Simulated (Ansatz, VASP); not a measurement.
# One calculation of Ga2S, two programs

```
Ga S
1.0
     3.42727   -4.27959    0.00000
     3.42727    4.27959    0.00000
     0.00000    0.00000    4.87689
Ga S
4 2
Direct
  0.60328 0.39672 0.68584
  0.89672 0.10328 0.68584
  0.39672 0.60328 0.31416
  0.10328 0.89672 0.31416
  0.25000 0.25000 0.00000
  0.75000 0.75000 0.00000
```

Alike in both runs: functional PBE; k mesh 6 × 6 × 8; occupations gaussian, width 0.1 eV; no spin polarisation.

Ansatz relaxed the structure, and its values are those at the end. VASP's run is a single point on that final structure, the one shown.

|  | VASP | Ansatz |
| --- | --- | --- |
| version | VASP 6.6.1 | Ansatz 0.2.0 |
| potentials or method | VASP PAW PBE potentials, release 64 (Ga_d, S), cutoff 520 eV | scalar-relativistic, plane waves, PAW |
| valence electrons in the cell | 64 | 64 |

Ansatz gave:

```
gap on the k mesh at the Fermi level (eV) : none
pressure (GPa)                            : 0.0
rms of the force components (eV/Å)        : 0.001
```

**Question.** Estimate VASP's values.

**Answer.** gap on the k mesh at the Fermi level (eV): none; pressure (GPa): 0.1; rms of the force components (eV/Å): 0.004.

A gap of «none» marks a metal or a gap that the smearing closes. The functional is the same, so the differences come from potentials, cutoffs and numerics.
